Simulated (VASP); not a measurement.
# Al (Fm-3m) in VASP: further runs, part 2 of 2

VASP 6.6.1. The steps go on from the part before.

## (3) Single point, PBE

This run uses another cell than the first one, of 13.10 Å³/atom, 0.760 times its volume.

The input, INCAR:

```
SYSTEM = Al
ALGO = Normal
EDIFF = 1E-6
ENCUT = 520
GGA = PE
ISIF = 2
ISMEAR = 0
LASPH = .TRUE.
LCHARG = .TRUE.
LELF = .TRUE.
LREAL = .FALSE.
LVHAR = .TRUE.
LWAVE = .FALSE.
NBANDS = 8
NELM = 60
PREC = Accurate
SIGMA = 0.1
```

The input, KPOINTS:

```
k-points
0
G
  20 20 20
  0 0 0
```

The input, POSCAR:

```
Al
1.0
    0.0000000000      1.8708249790      1.8708249790
    1.8708249790      0.0000000000      1.8708249790
    1.8708249790      1.8708249790      0.0000000000
Al
1
Direct
    0.0000000000      0.0000000000      0.0000000000
```

Potentials or basis: VASP PAW PBE potentials, release 64 (Al).

Started as:

```bash
$ cat potpaw_PBE.64/Al/POTCAR > POTCAR
$ mpirun -np 1 vasp_std > vasp.out
```

OUTCAR:

```text
SYSTEM = Al
   EDIFF = 1E-6
   ENCUT = 520
   GGA = PE
   ISIF = 2
   ISMEAR = 0
   LASPH = .TRUE.
   LREAL = .FALSE.
   NELM = 60
   PREC = Accurate

 ion  position               nearest neighbor table
   1  0.000  0.000  0.000-

  LATTYP: Found a face centered cubic cell.
 ALAT       =     3.7416499580

  Lattice vectors:

 A1 = (   0.0000000000,   1.8708249790,   1.8708249790)
 A2 = (   1.8708249790,   0.0000000000,   1.8708249790)
 A3 = (   1.8708249790,   1.8708249790,   0.0000000000)

[... 433 lines left out ...]
  band No.  band energies     occupation
      1       2.0502      2.00000
      2      10.0250      2.00000
      3      21.4223      0.00000
      4      23.8239      0.00000
      5      25.1621      0.00000
      6      26.1949      0.00000
      7      27.8578      0.00000
      8      31.1352      0.00000

 [... further k-points ...]
[... 5 lines left out ...]
  --------------------------------------------------------------------------------------
  -------------------------------------------------------------------------------------
  Total        2.4492894      2.4492894      2.4492894     -0.0000000     -0.0000000      0.0000000
  in kB      299.6547853    299.6547853    299.6547853     -0.0000000     -0.0000000      0.0000000
  external PRESSURE =     299.6547853 kB  Pullay stress =       0.0000000 kB

 VOLUME and BASIS-vectors are now :
 -----------------------------------------------------------------------------
  energy-cutoff  :      520.00
  volume of cell :       13.10
      direct lattice vectors                 reciprocal lattice vectors
     0.000000000  1.870824979  1.870824979    -0.267261773  0.267261773  0.267261773
     1.870824979  0.000000000  1.870824979     0.267261773 -0.267261773  0.267261773
     1.870824979  1.870824979  0.000000000     0.267261773  0.267261773 -0.267261773

 POSITION                                       TOTAL-FORCE (eV/Angst)
 -----------------------------------------------------------------------------------
      0.00000      0.00000      0.00000         0.000000      0.000000     -0.000000
 -----------------------------------------------------------------------------------
    total drift:                                0.000000      0.000000     -0.000000

  FREE ENERGIE OF THE ION-ELECTRON SYSTEM (eV)
  ---------------------------------------------------
  free  energy   TOTEN  =        -3.4897895236 eV

  energy  without entropy=       -3.4882633397  energy(sigma->0) =       -3.48902643
```

OSZICAR:

```text
N       E                     dE             d eps       ncg     rms          rms(c)
DAV:   1    -0.178661424903E+01   -0.17866E+01   -0.98769E+02  4112   0.216E+02
DAV:   2    -0.351359761634E+01   -0.17270E+01   -0.17054E+01  5808   0.216E+01
DAV:   3    -0.352045596337E+01   -0.68583E-02   -0.68464E-02  5264   0.153E+00
DAV:   4    -0.352047179725E+01   -0.15834E-04   -0.15833E-04  6528   0.609E-02
DAV:   5    -0.352047184567E+01   -0.48422E-07   -0.48289E-07  5248   0.147E-03    0.180E+00
DAV:   6    -0.350248026058E+01    0.17992E-01   -0.71577E-04  5528   0.132E-01    0.105E+00
DAV:   7    -0.348980100240E+01    0.12679E-01   -0.24274E-03  5464   0.224E-01    0.210E-01
DAV:   8    -0.348979298592E+01    0.80165E-05   -0.13147E-05  6096   0.237E-02    0.900E-02
DAV:   9    -0.348978946619E+01    0.35197E-05   -0.54148E-07  5512   0.448E-03    0.103E-03
DAV:  10    -0.348978952363E+01   -0.57440E-07   -0.42567E-09  4048   0.526E-04
   1 F= -.34897895E+01 E0= -.34890264E+01  d E =-.152618E-02
```

Run time: 15 s. Hardware: 1 thread of Intel Xeon 6975P-C, shared host; peak memory 0.13 GiB.

Results:

```
Free energy : -3.4898 eV
Pressure    : 30.0 GPa
```

## (4) Relaxation of cell and atoms, PBE, target pressure 15 GPa, at which the enthalpy is minimised

This run uses another cell than the first one, of 14.24 Å³/atom, 0.826 times its volume.

The input, INCAR:

```
PREC = Accurate
ENCUT = 600
EDIFF = 1E-6
ISMEAR = 0
SIGMA = 0.1
LREAL = False
LASPH = True
NELM = 100
ALGO = Fast
ISIF = 3
LWAVE = False
LCHARG = False
GGA = PE
IBRION = 2
NSW = 70
EDIFFG = -0.008
PSTRESS = 150.0
```

The input, KPOINTS:

```
regular mesh
0
Gamma
  18 18 18
```

The input, POSCAR:

```
Al
1.0
    0.0000000000      1.9238031026      1.9238031026
    1.9238031026      0.0000000000      1.9238031026
    1.9238031026      1.9238031026      0.0000000000
Al
1
Direct
    0.0000000000      0.0000000000      0.0000000000
```

Started as:

```bash
$ cat potpaw_PBE.64/Al/POTCAR > POTCAR
$ mpirun -np 1 vasp_std > vasp.out
```

It took 14 s on 1 thread of Intel Xeon 6975P-C, shared host; peak memory 0.15 GiB.

It converged, with:

* Free energy: -3.6554 eV
* Relaxed volume: 14.32 Å³/atom
* Relaxed cell: a = 2.726 Å, b = 2.726 Å, c = 2.726 Å, α = 60.00°, β = 60.00°, γ = 60.00°
* Space group after relaxing (to 0.05 Å): Fm-3m (No. 225)
* Energy change on relaxing (the enthalpy is what falls): -7.3 meV/atom
* Ionic steps: 3
* Pressure after relaxing: 15.0 GPa

The path:
```tsv
step	energy change (eV)	largest force (eV/Å)	pressure (GPa)	volume (Å³)
1	0.0000	0.0000	15.77	14.24
2	-0.0133	0.0000	14.38	14.38
3	-0.0073	0.0000	15.01	14.32
```

Final structure:
```xyz
1
Lattice="0.0000 1.9272 1.9272 1.9272 0.0000 1.9272 1.9272 1.9272 0.0000" Properties=species:S:1:pos:R:3 pbc="T T T"
Al    0.0000    0.0000    0.0000
```

Levels at points of the mesh, in eV from the Fermi level:
```tsv
k point	band 1	band 2	band 3	band 4	band 5
(0.00, 0.00, 0.00)	-12.15	13.44	13.44	13.44	16.07
(0.50, 0.00, 0.00)	-5.17	-4.58	12.14	12.14	13.02
(0.50, 0.50, 0.00)	-3.27	-1.66	5.29	6.31	6.31
```

Caveat: the cell is relaxed towards a set pressure, so the enthalpy falls and the energy may rise.

## (5) Relaxation of cell and atoms, PBE, target pressure 8 GPa, at which the enthalpy is minimised

This run uses another cell than the first one, of 15.08 Å³/atom, 0.874 times its volume.

The input, INCAR:

```
SYSTEM = Al
PREC = Accurate ; ENCUT = 600
EDIFF = 1E-6 ; ISMEAR = 0
SIGMA = 0.1 ; LREAL = .FALSE.
LASPH = .TRUE. ; NELM = 100
ALGO = Normal ; ISIF = 3
LWAVE = .FALSE. ; LCHARG = .FALSE.
GGA = PE ; IBRION = 2
NSW = 70 ; EDIFFG = -0.008
PSTRESS = 80.0
```

The input, KPOINTS:

```
regular mesh
0
G
  18 18 18
  0 0 0
```

The input, POSCAR:

```
Al
1.0
    0.0000000000      1.9607679686      1.9607679686
    1.9607679686      0.0000000000      1.9607679686
    1.9607679686      1.9607679686      0.0000000000
Al
1
Direct
    0.0000000000      0.0000000000      0.0000000000
```

Started as:

```bash
$ cat potpaw_PBE.64/Al/POTCAR > POTCAR
$ mpirun -np 1 vasp_std > vasp.out
```

Run time: 14 s. Hardware: 1 thread of Intel Xeon 6975P-C, shared host; peak memory 0.15 GiB.

The run converged. Its results:

```yaml
Free_energy: -3.7133 eV
Relaxed_volume: 15.14 Å³/atom
Relaxed_cell: a = 2.777 Å, b = 2.777 Å, c = 2.777 Å, α = 60.00°, β = 60.00°, γ = 60.00°
Space_group_after_relaxing_to_0.05_Å: Fm-3m (No. 225)
Energy_change_on_relaxing_the_enthalpy_is_what_falls: -3.0 meV/atom
Ionic_steps: 3
Pressure_after_relaxing: 8.0 GPa
```

The path:
```csv
step,energy change (eV),largest force (eV/Å),pressure (GPa),volume (Å³)
1,0.0000,0.0000,8.44,15.08
2,-0.0045,0.0000,7.77,15.17
3,-0.0030,0.0000,7.99,15.14
```

Final structure:
```
Al
1.0
     0.00000    1.96330    1.96330
     1.96330    0.00000    1.96330
     1.96330    1.96330    0.00000
Al
1
Direct
  0.00000 0.00000 0.00000
```

Levels at points of the mesh, in eV from the Fermi level:
```tsv
k point	band 1	band 2	band 3	band 4	band 5
(0.00, 0.00, 0.00)	-11.74	13.11	13.11	13.11	15.28
(0.50, 0.00, 0.00)	-4.94	-4.50	11.87	11.87	12.37
(0.50, 0.50, 0.00)	-3.13	-1.63	5.28	6.02	6.02
```

Caveat: the cell is relaxed towards a set pressure, so the enthalpy falls and the energy may rise.

## (6) Relaxation of cell and atoms, PBE, target pressure 60 GPa, at which the enthalpy is minimised

This run uses another cell than the first one, of 12.09 Å³/atom, 0.701 times its volume.

The input, INCAR:

```
PREC = Accurate
ENCUT = 600
EDIFF = 1E-6
ISMEAR = 0
SIGMA = 0.1
LREAL = False
LASPH = True
NELM = 80
ALGO = Normal
ISIF = 3
LWAVE = False
LCHARG = False
GGA = PE
IBRION = 2
NSW = 70
EDIFFG = -0.008
PSTRESS = 600.0
```

The input, KPOINTS:

```
Automatic mesh
0
Gamma
  20 20 20
```

The input, POSCAR:

```
Al
1.0
    0.0000000000      1.8215956216      1.8215956216
    1.8215956216      0.0000000000      1.8215956216
    1.8215956216      1.8215956216      0.0000000000
Al
1
Direct
    0.0000000000      0.0000000000      0.0000000000
```

Potentials or basis: VASP PAW PBE potentials, release 64 (Al).

Started as:

```bash
$ cat potpaw_PBE.64/Al/POTCAR > POTCAR
$ mpirun -np 1 vasp_std > vasp.out
```

Wall time 28 s (1 thread of Intel Xeon 6975P-C, shared host); peak memory 0.15 GiB.

The run converged. Its results:

* Free energy: -3.0761 eV
* Relaxed volume: 11.58 Å³/atom
* Relaxed cell: a = 2.539 Å, b = 2.539 Å, c = 2.539 Å, α = 60.00°, β = 60.00°, γ = 60.00°
* Space group after relaxing (to 0.05 Å): Fm-3m (No. 225)
* Energy change on relaxing (the enthalpy is what falls): +172.1 meV/atom
* Ionic steps: 4
* Pressure after relaxing: 60.0 GPa

The path:
```csv
step,energy change (eV),largest force (eV/Å),pressure (GPa),volume (Å³)
1,0.0000,0.0000,48.02,12.09
2,0.6373,0.0000,90.81,10.58
3,0.1669,0.0000,59.62,11.59
4,0.1721,0.0000,59.97,11.58
```

Final structure:
```
Al
1.0
     0.00000    1.79548    1.79548
     1.79548    0.00000    1.79548
     1.79548    1.79548    0.00000
Al
1
Direct
  0.00000 0.00000 0.00000
```

Levels at points of the mesh, in eV from the Fermi level:
| k point | band 1 | band 2 | band 3 | band 4 | band 5 |
| --- | --- | --- | --- | --- | --- |
| (0.00, 0.00, 0.00) | -13.74 | 14.84 | 14.84 | 14.84 | 19.36 |
| (0.50, 0.00, 0.00) | -6.02 | -4.86 | 13.31 | 13.31 | 15.90 |
| (0.50, 0.50, 0.00) | -3.69 | -1.84 | 5.35 | 7.64 | 7.64 |

Caveat: the cell is relaxed towards a set pressure, so the enthalpy falls and the energy may rise.

## (7) Overview

| task | cell | k mesh | cutoff (eV) | gap on the mesh (eV) | pressure (GPa) |
| --- | --- | --- | --- | --- | --- |
| single point | a = 2.900 Å, angles 60.0°, 1 atom | 18 × 18 × 18 | 520 | none | -3.1 |
| single point | a = 2.646 Å, angles 60.0°, 1 atom | 20 × 20 × 20 | 520 | none | 30.0 |
| relaxation of cell and atoms | relaxed to 15 GPa from a = 2.721 Å, angles 60.0°, 1 atom | 18 × 18 × 18 | 600 | none | 15.0 |
| relaxation of cell and atoms | relaxed to 8 GPa from a = 2.773 Å, angles 60.0°, 1 atom | 18 × 18 × 18 | 600 | none | 8.0 |
| relaxation of cell and atoms | relaxed to 60 GPa from a = 2.576 Å, angles 60.0°, 1 atom | 20 × 20 × 20 | 600 | none | 60.0 |

Alike in all rows: level PBE; potentials or basis VASP PAW PBE potentials, release 64 (Al); no spin polarisation; smearing gaussian 0.1 eV.

Caveats: the cell is relaxed towards a set pressure, so the enthalpy falls and the energy may rise (some runs).

Total energies depend on the potentials used, so only differences within one code and one set of settings carry meaning.
